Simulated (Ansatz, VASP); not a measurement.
Two plane-wave programs on Si8GeO16

```xyz
25
Lattice="-4.9860 -4.9860 0.0000 4.9860 -4.9860 0.0000 0.0000 0.0000 6.9770" Properties=species:S:1:pos:R:3 pbc="T T T"
Si    1.5079   -3.3223   -0.1061
Si    0.9737   -1.0516    1.9098
Si   -1.2271   -6.5092    3.3389
Si    3.8082   -3.9083    5.0693
Si   -3.5869   -3.6892    0.0587
Si    1.0750   -5.9817    1.5707
Si   -1.6151   -1.4990    3.6737
Si   -1.1509   -4.0475    5.2382
O     1.4692   -4.5611    0.9173
O    -2.8571   -6.5341    2.9979
O    -1.0267   -5.5291    4.6147
O     3.0155   -3.1381    6.3416
O    -0.6128   -7.9395    3.7802
O    -0.5033   -6.0210    1.9669
O     1.0403   -1.9469    0.5708
O     0.4083   -3.6049    5.6522
O    -3.8140   -4.4971    1.4719
O     1.9256   -6.0907    2.9830
O     3.7106   -5.5961    4.9770
O    -2.0566   -4.0710    6.5672
O    -1.7566   -3.0485    4.1189
O    -0.4926   -1.2576    2.5394
O     1.4531   -7.1005    0.4873
O     0.3448   -8.9517    5.8728
Ge    1.5038   -3.7992    3.7230
```

Alike in both runs: functional PBE; k mesh 2 × 2 × 2; occupations fermi-dirac, width 0.02 eV; no spin polarisation.

Ansatz relaxed the structure, and its values are those at the end. VASP's run is a single point on that final structure, the one shown.

|  | VASP | Ansatz |
| --- | --- | --- |
| version | VASP 6.6.1 | Ansatz 0.2.0 |
| potentials or method | VASP PAW PBE potentials, release 64 (Si, O, Ge_d), cutoff 520 eV | scalar-relativistic, plane waves, PAW |
| valence electrons in the cell | 142 | 142 |

VASP gave:

| Quantity | Value |
| --- | --- |
| rms of the force components (eV/Å) | 0.016 |

Question: Estimate Ansatz's values.

Answer: rms of the force components (eV/Å): 0.004.

With one functional, cell and mesh, what is left measures potentials, basis and numerics.

The k mesh is coarse, so the values compare programs but aren't converged.
